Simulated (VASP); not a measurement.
Input of a VASP 6.6.1 run:

The input POSCAR:

```
GaN
1.0
    0.0000000000      2.2489367673      2.1477346128
    2.2489367673      0.0000000000      2.1477346128
    2.2489367673      2.2489367673      0.0000000000
Ga N
1 1
Direct
    0.0000000000      0.0000000000      0.0000000000
    0.7500000000      0.7500000000      0.7500000000
```

INCAR.step1

```
ALGO = Normal ; EDIFF = 1E-4
ENCUT = 520 ; GGA = PE
ISMEAR = 0 ; LASPH = True
LCHARG = False ; LREAL = False
LWAVE = True ; NBANDS = 16
NELM = 100 ; PREC = Accurate
SIGMA = 0.05
```

INCAR.step2

```
ALGO = Normal ; EDIFF = 1E-6
ENCUT = 520 ; ISIF = 2
ISMEAR = 0 ; ISTART = 1
LASPH = True ; LCHARG = False
LMIXTAU = True ; LREAL = False
LWAVE = False ; METAGGA = R2SCAN
NBANDS = 16 ; NELM = 100
PREC = Accurate ; SIGMA = 0.05
```

The input KPOINTS:

```
k-points
0
Gamma
  10 10 10
```

Potentials or basis: VASP PAW PBE potentials, release 64 (Ga_d, N).

Launch:

```sh
$ cat potpaw_PBE.64/Ga_d/POTCAR potpaw_PBE.64/N/POTCAR > POTCAR
$ cp INCAR.step1 INCAR
$ mpirun -np 1 vasp_std > vasp.out
$ cp INCAR.step2 INCAR
$ mpirun -np 1 vasp_std > vasp.out
```

**Question.** What does it give for the band gap on the k mesh?

**Answer.** 2.33 eV, direct.

**Question.** Predict the pressure.

**Answer.** 11.0 GPa.

Stress tensor (GPa, compression positive):
```
 9.33  0.00  0.00
 0.00  9.33  0.00
 0.00  0.00 14.33
```

Caveat: the cell differs from its parent crystal (strain -0.0450 x Voigt [0, 0, 1, 0, 0, 0]); the PAW data sets were made with another functional, which shifts forces and pressure a little.
